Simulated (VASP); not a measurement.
**MoS2: relaxation of the atoms with PBEsol**

System: MoS2, a sheet with vacuum.

```xyz
3
Lattice="3.1600 0.0000 0.0000 1.5800 2.7366 0.0000 0.0000 0.0000 19.0812" Properties=species:S:1:pos:R:3 pbc="T T T"
S     0.0662    0.0296    7.9632
S    -0.0513    0.0025   11.0402
Mo    3.1068    1.8139    9.5593
```

This cell differs from its parent crystal: atoms moved at random.

| Item | Value |
| --- | --- |
| Program | VASP 6.6.1 |
| Task | relaxation of the atoms |
| Functional | PBEsol |
| Potentials or basis | VASP PAW PBE potentials, release 64 (S, Mo_sv) |
| Cutoff | 340 eV |
| k mesh | 5 × 5 × 1 |
| Occupations | gaussian, width 0.03 eV |
| Spin | no spin polarisation |
| Tolerance level | standard |
| Dipole correction | yes |
| Purpose | geometry |
| Further INCAR settings | ALGO = Normal; EDIFF = 1e-06; NELMDL = -8; IBRION = 2; EDIFFG = -0.01; NSW = 120; ISIF = 0 |

| Property | Result |
| --- | --- |
| Energy gained by relaxing | 42.1 meV/atom |
| Ionic steps | 12 |
| Largest force after relaxing | 0.005 eV/Å |
| Band gap on the k mesh | 2.08 eV (least direct gap 2.36 eV) |

Forces in eV/Å, atoms in the order of the input:
```
S    0.004  0.000  0.001
S   -0.002  0.000 -0.001
Mo  -0.003  0.000 -0.001
```

The path:
| step | energy change (eV) | largest force (eV/Å) |
| --- | --- | --- |
| 1 | 0.0000 | 2.0763 |
| 2 | -0.0457 | 1.9740 |
| 3 | -0.0999 | 0.6769 |
| 4 | -0.1176 | 0.4028 |
| 5 | -0.1177 | 0.3986 |
| 6 | -0.1255 | 0.1215 |
| 7 | -0.1263 | 0.0657 |
| 8 | -0.1263 | 0.0650 |
| 9 | -0.1264 | 0.0415 |
| 10 | -0.1264 | 0.0252 |
| 11 | -0.1264 | 0.0170 |
| 12 | -0.1264 | 0.0047 |

Final structure:
```cif
data_structure
_symmetry_space_group_name_H-M 'P 1'
_symmetry_Int_Tables_number 1
_cell_length_a 3.1600
_cell_length_b 3.1600
_cell_length_c 19.0812
_cell_angle_alpha 90.000
_cell_angle_beta 90.000
_cell_angle_gamma 60.000
_cell_volume 165.01
loop_
_atom_site_label
_atom_site_type_symbol
_atom_site_fract_x
_atom_site_fract_y
_atom_site_fract_z
_atom_site_occupancy
S1 S 0.99453 0.00264 0.41761 1
S2 S 0.99474 0.00262 0.58032 1
Mo1 Mo 0.66136 0.66929 0.49897 1
```

Levels at points of the mesh, in eV from the valence-band top:
```
           k point  band 9  band 10  band 11  band 12  band 13  band 14  band 15  band 16  band 17
(0.00, 0.00, 0.00)   -2.64    -1.78    -1.49    -1.49     0.00     2.86     2.86     3.15     3.15
```

It took 83 s on 1 thread of Intel(R) Xeon(R) Platinum 8559C (Emerald Rapids) (shared host), peak memory 0.2 GiB.

Caveat: the k points lie up to 0.46 Å⁻¹ apart; the cell differs from its parent crystal (atoms moved at random); the PAW data sets were made with another functional, which shifts forces and pressure a little.
